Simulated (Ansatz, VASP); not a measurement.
**One calculation of MgH2, two programs**

```
Mg H
1.0
     0.00231    2.33973    2.33995
     2.34496   -0.00214    2.34441
     2.33980    2.33887    0.00323
Mg H
1 2
Direct
  0.00000 0.00000 0.00001
  0.75014 0.74971 0.75021
  0.24986 0.25029 0.24978
```

Change from the starting cell: all atoms moved at random, sigma 0.1 Å a component, cell strained at random, sigma 0.03; relaxed back.

Alike in both runs: functional PBE; dispersion D3(BJ); k mesh 12 × 12 × 12; occupations gaussian, width 0.15 eV; no spin polarisation.

Ansatz relaxed the structure, and its values are those at the end. VASP's run is a single point on that final structure, the one shown.

|  | VASP | Ansatz |
| --- | --- | --- |
| version | VASP 6.6.1 | Ansatz 0.2.0 |
| potentials or method | VASP PAW PBE potentials, release 64 (Mg, H), cutoff 520 eV | scalar-relativistic, plane waves, PAW |
| valence electrons in the cell | 4 | 12 |

```csv
,VASP,Ansatz,Ansatz less VASP
gap on the k mesh at the Fermi level (eV),none,none,-
pressure (GPa),-0.4,0.0,+0.41
```

A gap of «none» marks a metal or a gap that the smearing closes. VASP's potentials hold 4 valence electrons a cell and Ansatz's 12, so a difference there can come from the potentials and not from the codes.
